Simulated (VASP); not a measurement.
The system is Ca.

```
Ca
1.0
     0.00000    2.79420    2.79420
     2.79420    0.00000    2.79420
     2.79420    2.79420    0.00000
Ca
1
Direct
  0.00000 0.00000 0.00000
```

```yaml
Program: VASP 6.6.1
Task: relaxation of cell and atoms
Functional: LDA
Potentials_or_basis: VASP PAW LDA potentials, release 64 (Ca_sv)
Cutoff: 500 eV
k_mesh: 14 × 14 × 14
Occupations: fermi-dirac, width 0.05 eV
Spin: no spin polarisation
```

At the start: pressure -2.1 GPa; volume 43.63 Å³/atom.

Question: Where does the relaxation end?

Answer: Over 4 steps the energy falls by 40.9 meV/atom and the volume is 38.03 Å³/atom (-12.8 %); space group Fm-3m (No. 225, to 0.1 Å) before and after.

Step by step:
| step | energy change (eV) | largest force (eV/Å) | pressure (GPa) | volume (Å³) |
| --- | --- | --- | --- | --- |
| 1 | 0.0000 | 0.0000 | -2.13 | 43.63 |
| 2 | -0.0348 | 0.0000 | -0.93 | 40.07 |
| 3 | -0.0409 | 0.0000 | -0.10 | 38.25 |
| 4 | -0.0409 | 0.0000 | 0.00 | 38.03 |

Final structure:
```yaml
crystal:
  lattice:
    - [0.00000, 2.66912, 2.66912]
    - [2.66912, 0.00000, 2.66912]
    - [2.66912, 2.66912, 0.00000]
  atoms:
    - { symbol: Ca, position: [0.00000, 0.00000, 0.00000] }
```
